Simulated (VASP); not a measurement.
# HfN in VASP: notebook

Runs on HfN. Level: PBE. Tasks: electric field gradients.

Everything below comes from runs of VASP 6.6.1. Logs are shortened: lines on timing, memory, paths and dates and some standing lists are left out, and cuts for length are marked.

### Step 1. The cell of the first run

It takes space group I4/mmm (No. 139, tetragonal). Conventional cell: a = 3.291 Å, b = 3.291 Å, c = 4.518 Å, α = 90.00°, β = 90.00°, γ = 90.00°. Hf (site symmetry 4/mmm) has 6 N at 2.26 to 2.33 Å within 3.0 Å. Within 3.0 Å of N (site symmetry 4/mmm) lie 6 Hf at 2.26 to 2.33 Å.

### Step 2. Electric field gradients, PBE (equal xx and yy strain of +3 %)

INCAR

```
SYSTEM = HfN
PREC = Accurate
ENCUT = 520
EDIFF = 1E-8
ISMEAR = -1
SIGMA = 0.03
LREAL = .False.
LASPH = .True.
NELM = 100
ALGO = Normal
ISIF = 2
LWAVE = .False.
LCHARG = .False.
GGA = PE
LEFG = .True.
NBANDS = 14
```

KPOINTS

```
regular mesh
0
Gamma
  10 10 10
  0 0 0
```

POSCAR

```
HfN
1.0
    0.0000000000      2.3267700000      2.2590000000
    2.3267700000      0.0000000000      2.2590000000
    2.3267700000      2.3267700000      0.0000000000
Hf N
1 1
Direct
    0.0000000000      0.0000000000      0.0000000000
    0.5000000000      0.5000000000      0.5000000000
```

Potentials or basis: VASP PAW PBE potentials, release 64 (Hf_pv, N).

Launch:

```sh
$ cat potpaw_PBE.64/Hf_pv/POTCAR potpaw_PBE.64/N/POTCAR > POTCAR
$ mpirun -np 1 vasp_std > vasp.out
```

OUTCAR:

```text
SYSTEM = HfN
   PREC = Accurate
   ENCUT = 520
   EDIFF = 1E-8
   ISMEAR = -1
   LREAL = .False.
   LASPH = .True.
   NELM = 100
   ISIF = 2
   GGA = PE

 ion  position               nearest neighbor table
   1  0.000  0.000  0.000-   2 2.26   2 2.26   2 2.33   2 2.33   2 2.33   2 2.33
   2  0.500  0.500  0.500-   1 2.26   1 2.26   1 2.33   1 2.33   1 2.33   1 2.33

  LATTYP: Found a body centered tetragonal cell.
 ALAT       =     3.2905496905
 C/A-ratio  =     1.3730228761

  Lattice vectors:

 A1 = (   0.0000000000,  -2.3267700000,  -2.2590000000)
 A2 = (   0.0000000000,   2.3267700000,  -2.2590000000)
 A3 = (   2.3267700000,   0.0000000000,   2.2590000000)

Analysis of symmetry for initial positions (statically):
=====================================================================
 Subroutine PRICEL returns:
 Original cell was already a primitive cell.

 Routine SETGRP: Setting up the symmetry group for a
 body centered tetragonal supercell.

 Subroutine GETGRP returns: Found 16 space group operations
 (whereof 16 operations were pure point group operations)
 out of a pool of 16 trial point group operations.

The static configuration has the point symmetry D_4h.

Analysis of symmetry for dynamics (positions and initial velocities):
=====================================================================
 Subroutine PRICEL returns:
 Original cell was already a primitive cell.

 Routine SETGRP: Setting up the symmetry group for a
 body centered tetragonal supercell.

 Subroutine GETGRP returns: Found 16 space group operations
 (whereof 16 operations were pure point group operations)
 out of a pool of 16 trial point group operations.

The dynamic configuration has the point symmetry D_4h.

 Subroutine INISYM returns: Found 16 space group operations
 (whereof 16 operations are pure point group operations),
 and found     1 'primitive' translations

----------------------------------------------------------------------------------------

                                     Primitive cell

  volume of cell :      24.4598

  direct lattice vectors                    reciprocal lattice vectors
     0.000000000  2.326770000  2.259000000    -0.214890170  0.214890170  0.221336875
     2.326770000  0.000000000  2.259000000     0.214890170 -0.214890170  0.221336875
     2.326770000  2.326770000  0.000000000     0.214890170  0.214890170 -0.221336875

  length of vectors
     3.242983138  3.242983138  3.290549691     0.375959549  0.375959549  0.375959549

  position of ions in fractional coordinates (direct lattice)
     0.000000000  0.000000000  0.000000000
     0.500000000  0.500000000  0.500000000

  ion indices of the primitive-cell ions
   primitive index   ion index
                 1           1
                 2           2

----------------------------------------------------------------------------------------

 KPOINTS: regular mesh

Automatic generation of k-mesh.
 Grid dimensions read from file:
 generate k-points for:   10   10   10

 Generating k-lattice:

  Cartesian coordinates                     Fractional coordinates (reciprocal lattice)
    -0.021489017  0.021489017  0.022133687     0.100000000  0.000000000  0.000000000
     0.021489017 -0.021489017  0.022133687     0.000000000  0.100000000  0.000000000
     0.021489017  0.021489017 -0.022133687    -0.000000000 -0.000000000  0.100000000

  Length of vectors
     0.037595955  0.037595955  0.037595955

  Shift w.r.t. Gamma in fractional coordinates (k-lattice)
     0.000000000  0.000000000  0.000000000

 Subroutine IBZKPT returns following result:
 ===========================================

 Found    102 irreducible k-points:

 Following reciprocal coordinates:
            Coordinates               Weight
  0.000000  0.000000  0.000000      1.000000
  0.100000  0.000000  0.000000      8.000000
  0.200000  0.000000  0.000000      8.000000
  0.300000  0.000000  0.000000      8.000000
  0.400000  0.000000  0.000000      8.000000
  0.500000  0.000000  0.000000      4.000000
[... 16 lines left out ...]
  0.300000  0.300000  0.000000      2.000000
  0.400000  0.300000  0.000000      8.000000
 [... further k-points ...]
   k-points           NKPTS =    102   k-points in BZ     NKDIM =    102   number of bands    NBANDS=     14
   number of dos      NEDOS =    301   number of ions     NIONS =      2
   total plane-waves  NPLWV =  13824
   dimension x,y,z NGX =    24 NGY =   24 NGZ =   24
   dimension x,y,z NGXF=    48 NGYF=   48 NGZF=   48
   ions per type =               1   1
   NGX,Y,Z   is equivalent  to a cutoff of  12.30, 12.30, 12.13 a.u.
   NGXF,Y,Z  is equivalent  to a cutoff of  24.61, 24.61, 24.25 a.u.
 SYSTEM =  HfN
   PREC   = accura    normal or accurate (medium, high low for compatibility)
   ISTART =      0    job   : 0-new  1-cont  2-samecut
   ICHARG =      2    charge: 1-file 2-atom 10-const
   ISPIN  =      1    spin polarized calculation?
   LNONCOLLINEAR =      F non collinear calculations
   LSORBIT =      F    spin-orbit coupling
   LASPH  =      T    aspherical Exc in radial PAW
   ENCUT  =  520.0 eV  38.22 Ry    6.18 a.u.   6.03  6.03  6.12*2*pi/ulx,y,z
   NELM   =    100;   NELMIN=  2; NELMDL= -5     # of ELM steps
   EDIFF  = 0.1E-07   stopping-criterion for ELM
   LREAL  =      F    real-space projection
   EDIFFG = 0.1E-06   stopping-criterion for IOM
   NSW    =      0    number of steps for IOM
   IBRION =     -1    ionic relax: 0-MD 1-quasi-New 2-CG
   NFREE  =      0    steps in history (QN), initial steepest desc. (CG)
   ISIF   =      2    stress and relaxation
   ISYM   =      2    0-nonsym 1-usesym 2-fastsym
   POTIM  = 0.5000    time-step for ionic-motion
   TEBEG  =    0.0;   TEEND  =   0.0 temperature during run
   PSTRESS=    0.0 pullay stress
   NELECT =      15.0000    total number of electrons
   NUPDOWN=      -1.0000    fix difference up-down
   EMIN   =  10.00;   EMAX   =-10.00  energy-range for DOS
   EFERMI =   0.00;   METHOD = LEGACY
   ISMEAR =    -1;   SIGMA  =   0.03  broadening in eV -4-tet -1-fermi 0-gaus
   EFERMI_NEDOS =   21; number of points for ismear=-14 and -15
   IALGO  =     38    algorithm
   IMIX   =      4    mixing-type and parameters
     AMIX     =   0.40;   BMIX     =  1.00
     AMIX_MAG =   1.60;   BMIX_MAG =  1.00
  volume/ion in A,a.u.               =      12.23        82.53
  Fermi-wavevector in a.u.,A,eV,Ry     =   1.390873  2.628369 26.320855  1.934528
  Thomas-Fermi vector in A             =   2.514766
   LORBIT       =      0    0 simple, 1 ext, 2 COOP (PROOUT), +10 PAW based schemes
   GGA     = PE    functional components
   LHFCALC =     F    Hartree Fock is set to
   AEXX    =    0.0000 exact exchange contribution
   IVDW    =     0    specifies the selected vdW correction
   LEPSILON=     F    determine dielectric tensor
   LRPA    =     F    only Hartree local field effects (RPA)
 non-spin polarized calculation
  energy-cutoff  :      520.00
  volume of cell :       24.46
 maximum number of plane-waves:       671
   NGX = 13   NGY = 13   NGZ = 13

 number of electron      15.0000000 magnetization

 Free energy of the ion-electron system (eV)
  ---------------------------------------------------
  ext. energy  EPLUGINS =         0.00000000
  ---------------------------------------------------
  free energy    TOTEN  =       -21.69365535 eV

  energy without entropy =      -21.69168842  energy(sigma->0) =      -21.69267189

 E-fermi :   7.9069     XC(G=0): -12.4225

 val. band max:        7.8641523510   @ k =  -0.1000   0.1000   0.0000
 cond. band min:       7.9248851192   @ k =  -0.4000   0.0000   0.3000
 fundamental gap:      0.0607327682
 Fermi energy:         7.9068837548

 k-point     1 :       0.0000    0.0000    0.0000
  band No.  band energies     occupation
      1     -23.5271      2.00000
      2     -23.5271      2.00000
      3     -23.4837      2.00000
      4      -9.2977      2.00000
      5       4.8692      2.00000
      6       4.8692      2.00000
      7       4.9936      2.00000
      8       7.4539      2.00000
      9       7.4539      2.00000
     10       7.7537      1.98797
     11       8.8637      0.00000
     12       9.4842      0.00000
     13      10.1740      0.00000
     14      17.2974      0.00000
[... 375 lines left out ...]
 k-point    24 :       0.4000    0.3000    0.0000
  band No.  band energies     occupation
      1     -24.0394      2.00000
      2     -23.7472      2.00000
      3     -23.7348      2.00000
      4      -7.9350      2.00000
      5       1.4479      2.00000
      6       3.3243      2.00000
      7       3.7320      2.00000
      8       5.4759      2.00000
      9      11.5648      0.00000
     10      11.7715      0.00000
     11      12.3139      0.00000
     12      12.3512      0.00000
     13      16.8123      0.00000
     14      18.7051      0.00000

 [... further k-points ...]
[... 5 lines left out ...]
  --------------------------------------------------------------------------------------
  -------------------------------------------------------------------------------------
  Total       -2.2389820     -2.2389820     -0.6679007      0.0000000     -0.0000000     -0.0000000
  in kB     -146.6587701   -146.6587701    -43.7491246      0.0000000     -0.0000000     -0.0000000
  external PRESSURE =    -112.3555550 kB  Pullay stress =       0.0000000 kB

 VOLUME and BASIS-vectors are now :
 -----------------------------------------------------------------------------
  energy-cutoff  :      520.00
  volume of cell :       24.46
      direct lattice vectors                 reciprocal lattice vectors
     0.000000000  2.326770000  2.259000000    -0.214890170  0.214890170  0.221336875
     2.326770000  0.000000000  2.259000000     0.214890170 -0.214890170  0.221336875
     2.326770000  2.326770000  0.000000000     0.214890170  0.214890170 -0.221336875

 POSITION                                       TOTAL-FORCE (eV/Angst)
 -----------------------------------------------------------------------------------
      0.00000      0.00000      0.00000         0.000000      0.000000     -0.000000
      2.32677      2.32677      2.25900         0.000000      0.000000      0.000000
 -----------------------------------------------------------------------------------
    total drift:                                0.000000     -0.000000     -0.000000

  FREE ENERGIE OF THE ION-ELECTRON SYSTEM (eV)
  ---------------------------------------------------
  free  energy   TOTEN  =       -21.6936553513 eV

  energy  without entropy=      -21.6916884236  energy(sigma->0) =      -21.69267189

 Electric field gradients (V/A^2)
---------------------------------------------------------------------
 ion       V_xx      V_yy      V_zz      V_xy      V_xz      V_yz
---------------------------------------------------------------------
   1      52.992    52.992  -105.985     0.000    -0.000    -0.000
   2       5.352     5.352   -10.704     0.001     0.001     0.001
---------------------------------------------------------------------

 Electric field gradients after diagonalization (V/A^2)
 (convention: |V_zz| > |V_xx| > |V_yy|)
----------------------------------------------------------------------
 ion       V_xx      V_yy      V_zz     asymmetry (V_yy - V_xx)/ V_zz
----------------------------------------------------------------------
   1      52.993    52.992  -105.985       0.000
   2       5.353     5.351   -10.704       0.000
----------------------------------------------------------------------

           NMR quadrupolar parameters

 Cq : quadrupolar parameter    Cq=e*Q*V_zz/h
 eta: asymmetry parameters     (V_yy - V_xx)/ V_zz
 Q  : nuclear electric quadrupole moment in mb (millibarn)
----------------------------------------------------------------------
 ion       Cq(MHz)       eta       Q (mb)
----------------------------------------------------------------------
   1      -0.256       0.000       1.000
   2      -0.026       0.000       1.000
----------------------------------------------------------------------
```

It took 13 s on 1 thread of Intel Xeon 6975P-C (Granite Rapids), shared host; peak memory 0.16 GiB.

Results:

| Item | Value |
| --- | --- |
| Free energy | -21.6937 eV |
| Pressure | -11.2 GPa |

Electric field gradients, principal values (V/Å²):
```csv
atom,least,middle,greatest (by size)
1 Hf,52.992,52.993,-105.985
2 N,5.351,5.353,-10.704
```

Caveat: the cell differs from its parent crystal (equal xx and yy strain of +3 %); without QUAD_EFG the Cq values of the log hold for a quadrupole moment of 1 mb, not for the nuclei; spin-orbit coupling is left out, which moves the levels of the heavy elements.

[end of part 1 of 3]
